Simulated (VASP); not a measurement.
Here is a VASP 6.6.1 calculation.

INCAR

```
PREC = Accurate ; ENCUT = 520
EDIFF = 1E-7 ; ISMEAR = 0
SIGMA = 0.025 ; LREAL = False
LASPH = True ; NELM = 150
ALGO = Normal ; ISIF = 2
LWAVE = False ; LCHARG = False
ISPIN = 2 ; MAGMOM = 2
LORBIT = 11 ; LMAXMIX = 4
LDAU = True ; LDAUTYPE = 2
LDAUL = 2 ; LDAUU = 7
LDAUJ = 0 ; LDAUPRINT = 1
GGA = PS ; NBANDS = 16
```

File KPOINTS:

```
Automatic mesh
0
Gamma
  12 12 12
```

Contents of POSCAR:

```
V
1.0
   -1.5143500000      1.5143500000      1.5143500000
    1.5143500000     -1.5143500000      1.5143500000
    1.5143500000      1.5143500000     -1.5143500000
V
1
Direct
    0.0000000000      0.0000000000      0.0000000000
```

Potentials or basis: VASP PAW PBE potentials, release 64 (V_sv).

The run is started by

```console
$ cat potpaw_PBE.64/V_sv/POTCAR > POTCAR
$ mpirun -np 1 vasp_std > vasp.out
```

Problem. Predict the pressure.

Solution. 57.2 GPa.

Problem. Estimate the net moment.

Solution. 2.63 μB per cell.

Problem. Predict the site moments.

Solution. V +2.41 μB.

Eigenvalues of the final occupation matrices:
| site | spin | trace | eigenvalues |
| --- | --- | --- | --- |
| site 1 d | 1 | 2.72 | 0.14 0.14 0.81 0.81 0.81 |
| site 1 d | 2 | 0.37 | 0.03 0.03 0.03 0.13 0.13 |

Caveat: the cell stands under pressure; the PAW data sets were made with another functional, which shifts forces and pressure a little; the U is typed as a test and isn't derived for this compound. The state reached can hang on the start; a lower one may exist.
